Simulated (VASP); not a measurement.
# Si2Mo (AlB2 type) (P6/mmm) in VASP: further runs

The runs below take Si2Mo (AlB2 type) through single point, relaxation of cell and atoms, with PBE.

Everything below comes from runs of VASP 6.6.1. Logs are shortened: lines on timing, memory, paths and dates and some standing lists are left out, and cuts for length are marked.

**1. The cell of the first run**

The structure is hexagonal, space group P6/mmm (No. 191). Conventional cell: a = 3.924 Å, b = 3.924 Å, c = 2.451 Å, α = 90.00°, β = 90.00°, γ = 120.00°. Within 3.2 Å of Mo (site symmetry 6/mmm) lie 2 Mo at 2.45 Å and 12 Si at 2.58 Å. Within 3.0 Å of Si (site symmetry -6m2) lie 5 Si at 2.27 to 2.45 Å and 6 Mo at 2.58 Å.

**2. Single point, PBE**

The input, INCAR:

```
PREC     = Accurate       # precision mode
ENCUT    = 520            # plane-wave cutoff, eV
EDIFF    = 1E-6           # SCF threshold, eV
ISMEAR   = -1             # smearing method
SIGMA    = 0.1            # smearing width, eV
LREAL    = F              # projectors in reciprocal space
LASPH    = T              # aspherical terms in the spheres
NELM     = 60             # most SCF steps
ALGO     = Normal         # electronic algorithm
ISIF     = 2              # what is computed and relaxed
LWAVE    = F              # write WAVECAR
LCHARG   = T              # write CHGCAR
GGA      = PE             # functional
LELF     = T              # ELF
LVHAR    = T            
NBANDS   = 18             # bands
```

The input, KPOINTS:

```
Automatic mesh
0
Gamma
  10 10 8
```

The input, POSCAR:

```
Si2Mo
1.0
    3.9238450759      0.0000000000      0.0000000000
   -1.9619225379      3.3981495162      0.0000000000
    0.0000000000      0.0000000000      2.4509075665
Mo Si
1 2
Direct
    0.0000000000      0.0000000000      0.0000000000
    0.3333333333      0.6666666667      0.5000000000
    0.6666666667      0.3333333333      0.5000000000
```

Potentials or basis: VASP PAW PBE potentials, release 64 (Mo_sv, Si).

On the command line:

```
> cat potpaw_PBE.64/Mo_sv/POTCAR potpaw_PBE.64/Si/POTCAR > POTCAR
> mpirun -np 1 vasp_std > vasp.out
```

OUTCAR:

```text
PREC = Accurate
   ENCUT = 520
   EDIFF = 1E-6
   ISMEAR = -1
   LREAL = F
   LASPH = T
   NELM = 60
   ISIF = 2
   GGA = PE

 ion  position               nearest neighbor table
   1  0.000  0.000  0.000-   2 2.58   3 2.58   2 2.58   3 2.58   2 2.58   2 2.58   3 2.58   3 2.58
                             3 2.58   3 2.58   2 2.58   2 2.58
   2  0.333  0.667  0.500-   3 2.27   3 2.27   3 2.27   1 2.58   1 2.58   1 2.58   1 2.58   1 2.58
                             1 2.58
   3  0.667  0.333  0.500-   2 2.27   2 2.27   2 2.27   1 2.58   1 2.58   1 2.58   1 2.58   1 2.58
                             1 2.58

  LATTYP: Found a hexagonal cell.
 ALAT       =     3.9238450759
 C/A-ratio  =     0.6246188417

  Lattice vectors:

 A1 = (   3.9238450759,   0.0000000000,   0.0000000000)
 A2 = (  -1.9619225379,   3.3981495162,   0.0000000000)
 A3 = (   0.0000000000,   0.0000000000,   2.4509075665)

Analysis of symmetry for initial positions (statically):
=====================================================================
 Subroutine PRICEL returns:
 Original cell was already a primitive cell.

 Routine SETGRP: Setting up the symmetry group for a
 hexagonal supercell.

 Subroutine GETGRP returns: Found 24 space group operations
 (whereof 24 operations were pure point group operations)
 out of a pool of 24 trial point group operations.

The static configuration has the point symmetry D_6h.

Analysis of symmetry for dynamics (positions and initial velocities):
=====================================================================
 Subroutine PRICEL returns:
 Original cell was already a primitive cell.

 Routine SETGRP: Setting up the symmetry group for a
 hexagonal supercell.

 Subroutine GETGRP returns: Found 24 space group operations
 (whereof 24 operations were pure point group operations)
 out of a pool of 24 trial point group operations.

The dynamic configuration has the point symmetry D_6h.

 Subroutine INISYM returns: Found 24 space group operations
 (whereof 24 operations are pure point group operations),
 and found     1 'primitive' translations

----------------------------------------------------------------------------------------

                                     Primitive cell

  volume of cell :      32.6799

  direct lattice vectors                    reciprocal lattice vectors
     3.923845076  0.000000000  0.000000000     0.254852060  0.147138905  0.000000000
    -1.961922538  3.398149516  0.000000000     0.000000000  0.294277811  0.000000000
     0.000000000  0.000000000  2.450907567     0.000000000  0.000000000  0.408012123

  length of vectors
     3.923845076  3.923845076  2.450907567     0.294277811  0.294277811  0.408012123

  position of ions in fractional coordinates (direct lattice)
     0.000000000  0.000000000  0.000000000
     0.333333333  0.666666667  0.500000000
     0.666666667  0.333333333  0.500000000

  ion indices of the primitive-cell ions
   primitive index   ion index
                 1           1
                 2           2
                 3           3

----------------------------------------------------------------------------------------

 KPOINTS: Automatic mesh

Automatic generation of k-mesh.
 Grid dimensions read from file:
 generate k-points for:   10   10    8

 Generating k-lattice:

  Cartesian coordinates                     Fractional coordinates (reciprocal lattice)
     0.025485206  0.014713891  0.000000000     0.100000000 -0.000000000  0.000000000
     0.000000000  0.029427781  0.000000000     0.000000000  0.100000000  0.000000000
     0.000000000  0.000000000  0.051001515     0.000000000  0.000000000  0.125000000

  Length of vectors
     0.029427781  0.029427781  0.051001515

  Shift w.r.t. Gamma in fractional coordinates (k-lattice)
     0.000000000  0.000000000  0.000000000

 Subroutine IBZKPT returns following result:
 ===========================================

 Found     70 irreducible k-points:

 Following reciprocal coordinates:
            Coordinates               Weight
[... 53 lines left out ...]
      2     -19.4541      2.00000
      3     -19.3881      2.00000
      4     -18.1431      2.00000
      5       3.2715      2.00000
      6       3.6681      2.00000
[... 10 lines left out ...]
     17      25.5777      0.00000
     18      25.6314      0.00000

 k-point     7 :       0.1000    0.1000    0.0000
  band No.  band energies     occupation
      1     -45.1335      2.00000
      2     -19.3917      2.00000
      3     -19.3750      2.00000
      4     -18.1450      2.00000
      5       0.7926      2.00000
      6       6.9031      2.00000
[... 10 lines left out ...]
     17      23.4078      0.00000
     18      28.5608      0.00000

 k-point     8 :       0.2000    0.1000    0.0000
  band No.  band energies     occupation
      1     -45.1325      2.00000
      2     -19.4140      2.00000
      3     -19.3817      2.00000
      4     -18.1443      2.00000
      5       1.3513      2.00000
      6       5.9533      2.00000
[... 10 lines left out ...]
     17      24.0531      0.00000
     18      28.1303      0.00000
[... 229 lines left out ...]
     17      24.6810      0.00000
     18      25.9672      0.00000

 k-point    20 :       0.5000   -0.0000    0.1250
  band No.  band energies     occupation
      1     -45.0776      2.00000
      2     -19.3998      2.00000
      3     -19.3376      2.00000
      4     -18.5320      2.00000
      5       3.5112      2.00000
      6       4.0600      2.00000
[... 10 lines left out ...]
     17      24.1854      0.00000
     18      25.6516      0.00000

 k-point    21 :       0.1000    0.1000    0.1250
  band No.  band energies     occupation
      1     -45.0799      2.00000
      2     -19.3407      2.00000
      3     -19.3249      2.00000
      4     -18.5359      2.00000
      5       1.1854      2.00000
      6       7.2290      2.00000
[... 10 lines left out ...]
     17      26.1442      0.00000
     18      26.5646      0.00000

 k-point    22 :       0.2000    0.1000    0.1250
  band No.  band energies     occupation
      1     -45.0790      2.00000
      2     -19.3618      2.00000
      3     -19.3314      2.00000
      4     -18.5344      2.00000
      5       1.7220      2.00000
      6       6.2701      2.00000
[... 10 lines left out ...]
     17      25.9292      0.00000
     18      26.2134      0.00000

 k-point    23 :       0.3000    0.1000    0.1250
  band No.  band energies     occupation
      1     -45.0781      2.00000
      2     -19.3827      2.00000
      3     -19.3379      2.00000
      4     -18.5329      2.00000
      5       2.4602      2.00000
      6       5.3091      2.00000
[... 10 lines left out ...]
     17      25.2534      0.00000
     18      25.9255      0.00000

 k-point    24 :       0.4000    0.1000    0.1250
  band No.  band energies     occupation
      1     -45.0776      2.00000
      2     -19.3955      2.00000
      3     -19.3419      2.00000
      4     -18.5320      2.00000
      5       3.2969      2.00000
      6       4.3973      2.00000
[... 10 lines left out ...]
     17      24.3183      0.00000
     18      26.1580      0.00000

 [... further k-points ...]
[... 5 lines left out ...]
  --------------------------------------------------------------------------------------
  -------------------------------------------------------------------------------------
  Total       15.3178282     15.3178282     15.3942473      0.0000000     -0.0000000      0.0000000
  in kB      750.9767797    750.9767797    754.7233247      0.0000000     -0.0000000      0.0000000
  external PRESSURE =     752.2256280 kB  Pullay stress =       0.0000000 kB

 VOLUME and BASIS-vectors are now :
 -----------------------------------------------------------------------------
  energy-cutoff  :      520.00
  volume of cell :       32.68
      direct lattice vectors                 reciprocal lattice vectors
     3.923845076  0.000000000  0.000000000     0.254852060  0.147138905  0.000000000
    -1.961922538  3.398149516  0.000000000     0.000000000  0.294277811  0.000000000
     0.000000000  0.000000000  2.450907567     0.000000000  0.000000000  0.408012123

 POSITION                                       TOTAL-FORCE (eV/Angst)
 -----------------------------------------------------------------------------------
      0.00000      0.00000      0.00000         0.000000      0.000000     -0.000000
     -0.00000      2.26543      1.22545         0.000000     -0.000000     -0.000000
      1.96192      1.13272      1.22545        -0.000000      0.000000      0.000000
 -----------------------------------------------------------------------------------
    total drift:                                0.000000     -0.000000      0.000000

  FREE ENERGIE OF THE ION-ELECTRON SYSTEM (eV)
  ---------------------------------------------------
  free  energy   TOTEN  =       -19.5535241905 eV

  energy  without entropy=      -19.5103452432  energy(sigma->0) =      -19.53193472
```

Wall time 63 s (1 thread of Intel Xeon 8259CL, shared host); peak memory 0.17 GiB.

What came out:

- Free energy: -19.5535 eV
- Pressure: 75.2 GPa
- Band gap on the k mesh: zero (bands 11 and 12 overlap by 3.32 eV)

Levels at points of the mesh, in eV from the Fermi level:
```tsv
k point	band 9	band 10	band 11	band 12	band 13	band 14
(0.00, 0.00, 0.00)	-4.62	-0.80	-0.80	1.85	1.85	4.24
(0.50, 0.00, 0.00)	-3.56	-3.02	0.92	1.63	3.50	4.14
(0.00, 0.00, 0.50)	-3.24	-3.24	-2.21	-2.21	-0.87	3.93
(0.50, 0.00, 0.50)	-6.63	-0.72	-0.47	1.44	1.62	1.74
```

Caveat: the cell stands under pressure.

**3. Single point, PBE**

The input, INCAR:

```
ALGO = Normal ; EDIFF = 1E-7
ENCUT = 520 ; GGA = PE
ISIF = 2 ; ISMEAR = -1
LASPH = T ; LCHARG = T
LELF = T ; LREAL = F
LVHAR = T ; LWAVE = F
NBANDS = 18 ; NELM = 60
PREC = Accurate ; SIGMA = 0.1
```

The input, KPOINTS:

```
k-points
0
Gamma
  10 10 8
```

The input, POSCAR:

```
Si2Mo
1.0
    3.9236249473      0.0000000000      0.0000000000
   -1.9618124736      3.3979588793      0.0000000000
    0.0000000000      0.0000000000      2.4505122952
Mo Si
1 2
Direct
    0.0000000000      0.0000000000      0.0000000000
    0.3333333333      0.6666666667      0.5000000000
    0.6666666667      0.3333333333      0.5000000000
```

Potentials or basis: VASP PAW PBE potentials, release 64 (Mo_sv, Si).

On the command line:

```
> cat potpaw_PBE.64/Mo_sv/POTCAR potpaw_PBE.64/Si/POTCAR > POTCAR
> mpirun -np 1 vasp_std > vasp.out
```

Wall time 53 s (1 thread of Intel Xeon 8259CL, shared host); peak memory 0.17 GiB.

It converged, with:

- Free energy: -19.5493 eV
- Pressure: 75.4 GPa
- Band gap on the k mesh: zero (bands 11 and 12 overlap by 3.33 eV)

Stress tensor (GPa, compression positive):
```
75.21  0.00  0.00
 0.00 75.21  0.00
 0.00  0.00 75.65
```

Levels at points of the mesh, in eV from the Fermi level:
```
           k point  band 8  band 9  band 10  band 11  band 12  band 13  band 14  band 15
(0.00, 0.00, 0.00)   -5.29   -4.62    -0.80    -0.80     1.85     1.85     4.24     4.24
(0.50, 0.00, 0.00)   -6.24   -3.56    -3.02     0.93     1.63     3.50     4.14     5.73
(0.00, 0.00, 0.50)   -6.05   -3.24    -3.24    -2.21    -2.21    -0.87     3.94     6.19
(0.50, 0.00, 0.50)   -6.71   -6.63    -0.72    -0.47     1.44     1.62     1.74     2.21
```

Caveat: the cell stands under pressure.

**4. Relaxation of cell and atoms, PBE, target pressure 75 GPa, at which the enthalpy is minimised**

This run uses another cell than the first one, of 10.86 Å³/atom.

The input, INCAR:

```
SYSTEM = Si2Mo
PREC = Accurate
ENCUT = 600
EDIFF = 1E-7
ISMEAR = -1
SIGMA = 0.1
LREAL = .False.
LASPH = .True.
NELM = 100
ALGO = Normal
ISIF = 3
LWAVE = .False.
LCHARG = .False.
GGA = PE
IBRION = 2
NSW = 60
EDIFFG = -0.005
PSTRESS = 750.0
```

The input, KPOINTS:

```
Automatic mesh
0
Gamma
  10 10 8
  0 0 0
```

The input, POSCAR:

```
Si2Mo
1.0
    3.2461625773      0.0000000000      0.0000000000
   -1.6230812886      2.8112592567      0.0000000000
    0.0000000000      0.0000000000      3.5707788350
Mo Si
1 2
Direct
    0.0000000000      0.0000000000      0.0000000000
    0.3333333333      0.6666666667      0.5000000000
    0.6666666667      0.3333333333      0.5000000000
```

On the command line:

```
> cat potpaw_PBE.64/Mo_sv/POTCAR potpaw_PBE.64/Si/POTCAR > POTCAR
> mpirun -np 1 vasp_std > vasp.out
```

Wall time 7.6 min (1 thread of Intel Xeon 8259CL, shared host); peak memory 0.2 GiB.

Results (log left out):

```yaml
Free_energy: -19.5508 eV
Relaxed_volume: 10.89 Å³/atom
Relaxed_cell: a = 3.923 Å, b = 3.923 Å, c = 2.453 Å, α = 90.00°, β = 90.00°, γ = 120.00°
Space_group_after_relaxing_to_0.1_Å: P6/mmm (No. 191)
Energy_change_on_relaxing_the_run_minimises_the_enthalpy: -1725.3 meV/atom
Ionic_steps: 15
Pressure_after_relaxing: 75.0 GPa
Band_gap_on_the_k_mesh: zero (bands 11 and 12 overlap by 3.31 eV)
```

The path:
| step | energy change (eV) | largest force (eV/Å) | pressure (GPa) | volume (Å³) |
| --- | --- | --- | --- | --- |
| 1 | 0.0000 | 0.0000 | 125.64 | 32.59 |
| 2 | -5.8519 | 0.0000 | -17.23 | 49.56 |
| 3 | -4.7262 | 0.0000 | 32.48 | 39.12 |
| 4 | -4.3366 | 0.0000 | 41.42 | 38.20 |
| 5 | -4.7532 | 0.0000 | 86.70 | 31.91 |
| 6 | -4.5387 | 0.0000 | 94.07 | 31.47 |
| 7 | -4.6499 | 0.0000 | 90.48 | 31.68 |
| 8 | -5.6080 | 0.0000 | 57.38 | 34.63 |
| 9 | -5.0163 | 0.0000 | 80.05 | 32.37 |
| 10 | -4.9846 | 0.0000 | 81.02 | 32.30 |
| 11 | -5.4655 | 0.0000 | 65.36 | 33.38 |
| 12 | -5.1841 | 0.0000 | 74.80 | 32.70 |
| 13 | -5.1804 | 0.0000 | 74.92 | 32.69 |
| 14 | -5.1737 | 0.0000 | 75.12 | 32.68 |
| 15 | -5.1760 | 0.0000 | 75.05 | 32.68 |

Final structure:
```
Mo Si
1.0
     3.92275    0.00000    0.00000
    -1.96138    3.39720    0.00000
     0.00000    0.00000    2.45253
Mo Si
1 2
Direct
  0.00000 0.00000 0.00000
  0.33333 0.66667 0.50000
  0.66667 0.33333 0.50000
```

Levels at points of the mesh, in eV from the Fermi level:
```tsv
k point	band 9	band 10	band 11	band 12	band 13	band 14
(0.00, 0.00, 0.00)	-4.61	-0.79	-0.79	1.84	1.84	4.25
(0.50, 0.00, 0.00)	-3.55	-3.01	0.91	1.62	3.51	4.15
(0.00, 0.00, 0.50)	-3.24	-3.24	-2.22	-2.22	-0.86	3.93
(0.50, 0.00, 0.50)	-6.63	-0.72	-0.47	1.43	1.62	1.74
```

Caveat: the cell is relaxed towards a set pressure, so the run minimises the enthalpy, not the energy; a cell axis changed by over 15 % at a fixed basis, so the end point is rough.

**5. Relaxation of cell and atoms, PBE, target pressure 75 GPa, at which the enthalpy is minimised**

The input, INCAR:

```
PREC = Accurate
ENCUT = 600
EDIFF = 1E-6
ISMEAR = -1
SIGMA = 0.1
LREAL = F
LASPH = T
NELM = 60
ALGO = Normal
ISIF = 3
LWAVE = F
LCHARG = F
GGA = PE
IBRION = 2
NSW = 32
EDIFFG = -0.005
PSTRESS = 750.0
```

The input, KPOINTS:

```
Automatic mesh
0
Gamma
  10 10 8
```

The input, POSCAR:

```
Si2Mo
1.0
    3.9238450759      0.0000000000      0.0000000000
   -1.9619225379      3.3981495162      0.0000000000
    0.0000000000      0.0000000000      2.4509075665
Mo Si
1 2
Direct
    0.0000000000      0.0000000000      0.0000000000
    0.3333333333      0.6666666667      0.5000000000
    0.6666666667      0.3333333333      0.5000000000
```

On the command line:

```
> cat potpaw_PBE.64/Mo_sv/POTCAR potpaw_PBE.64/Si/POTCAR > POTCAR
> mpirun -np 1 vasp_std > vasp.out
```

Run time: 1.8 min. Hardware: 1 thread of Intel Xeon 8259CL, shared host; peak memory 0.19 GiB.

The run converged. Its results:

| Quantity | Value |
| --- | --- |
| Free energy | -19.5595 eV |
| Relaxed volume | 10.90 Å³/atom |
| Relaxed cell | a = 3.924 Å, b = 3.924 Å, c = 2.452 Å, α = 90.00°, β = 90.00°, γ = 120.00° |
| Space group after relaxing (to 0.1 Å) | P6/mmm (No. 191) |
| Energy change on relaxing (the run minimises the enthalpy) | -1.9 meV/atom |
| Ionic steps | 9 |
| Pressure after relaxing | 75.0 GPa |
| Band gap on the k mesh | zero (bands 11 and 12 overlap by 3.32 eV) |

Step by step:
```tsv
step	energy change (eV)	largest force (eV/Å)	pressure (GPa)	volume (Å³)
1	0.0000	0.0000	75.18	32.68
2	-0.0272	0.0000	74.33	32.74
3	-0.0076	0.0000	74.94	32.70
4	-0.0079	0.0000	74.94	32.70
5	-0.0099	0.0000	74.91	32.70
6	-0.0085	0.0000	74.90	32.70
7	-0.0081	0.0000	74.93	32.70
8	-0.0030	0.0000	75.08	32.69
9	-0.0058	0.0000	75.00	32.69
```

Final structure:
```xyz
3
Lattice="3.9236 0.0000 0.0000 -1.9618 3.3979 0.0000 0.0000 0.0000 2.4522" Properties=species:S:1:pos:R:3 pbc="T T T"
Mo    0.0000    0.0000    0.0000
Si    0.0000    2.2653    1.2261
Si    1.9618    1.1326    1.2261
```

Levels at points of the mesh, in eV from the Fermi level:
```csv
k point,band 8,band 9,band 10,band 11,band 12,band 13,band 14,band 15
"(0.00, 0.00, 0.00)",-5.29,-4.62,-0.79,-0.79,1.84,1.84,4.24,4.24
"(0.50, 0.00, 0.00)",-6.24,-3.55,-3.01,0.91,1.62,3.50,4.15,5.73
"(0.00, 0.00, 0.50)",-6.04,-3.24,-3.24,-2.22,-2.22,-0.86,3.93,6.18
"(0.50, 0.00, 0.50)",-6.71,-6.63,-0.72,-0.47,1.44,1.62,1.74,2.21
```

Caveat: the cell is relaxed towards a set pressure, so the run minimises the enthalpy, not the energy.

**6. Summary**

| task | cell | cutoff (eV) | gap on the mesh (eV) | pressure (GPa) |
| --- | --- | --- | --- | --- |
| single point | a = 3.924, b = 3.924, c = 2.451 Å, angles 90.0, 90.0, 120.0°, 3 atoms | 520 | none | 75.4 |
| relaxation of cell and atoms | relaxed to 75 GPa from a = 3.246, b = 3.246, c = 3.571 Å, angles 90.0, 90.0, 120.0°, 3 atoms | 600 | none | 75.0 |
| relaxation of cell and atoms | relaxed to 75 GPa from a = 3.924, b = 3.924, c = 2.451 Å, angles 90.0, 90.0, 120.0°, 3 atoms | 600 | none | 75.0 |

Alike in all rows: level PBE; potentials or basis VASP PAW PBE potentials, release 64 (Mo_sv, Si); no spin polarisation; k mesh 10 × 10 × 8; smearing fermi-dirac 0.1 eV.

Caveats: the cell is relaxed towards a set pressure, so the run minimises the enthalpy, not the energy (at least some runs); the cell stands under pressure (at least some runs); a cell axis changed by over 15 % at a fixed basis, so the end point is rough (at least some runs).

Absolute energies hang on the potentials; compare differences alone.
